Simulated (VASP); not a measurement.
Be3Fe:

```xyz
4
Lattice="3.2390 0.0000 0.0000 0.0000 3.2390 0.0000 0.0000 0.0000 3.2390" Properties=species:S:1:pos:R:3 pbc="T T T"
Be    0.0000    1.6195    1.6195
Be    1.6195    0.0000    1.6195
Be    1.6195    1.6195    0.0000
Fe    0.0000    0.0000    0.0000
```

Base run:

```yaml
Program: VASP 6.6.1
Functional: LDA
Potentials_or_basis: VASP PAW LDA potentials, release 64 (Be, Fe)
Cutoff: 520 eV
k_mesh: 9 × 9 × 9
Occupations: methfessel-paxton, width 0.15 eV
Spin: collinear spin, ferromagnetic start
Starting_moments: "[0.23, 0.23, 0.23, 3.19] μB"
Fixed_moment: 4.2 μB
```

Its results: pressure 12.2 GPa; site moments Be +0.20; Fe +3.10 μB.

Task: The run is repeated on the same cell with these changes: fixed moment from 4.2 μB to 1.7 μB; moments at the start from [0.23, 0.23, 0.23, 3.19] to [0.0, 0.0, 0.0, 1.75]. What comes out?

Result: Pressure -7.7 GPa; site moments Be +0.00; Fe +1.63 μB.

Caveats: the total moment is fixed, so each spin has its own Fermi level.
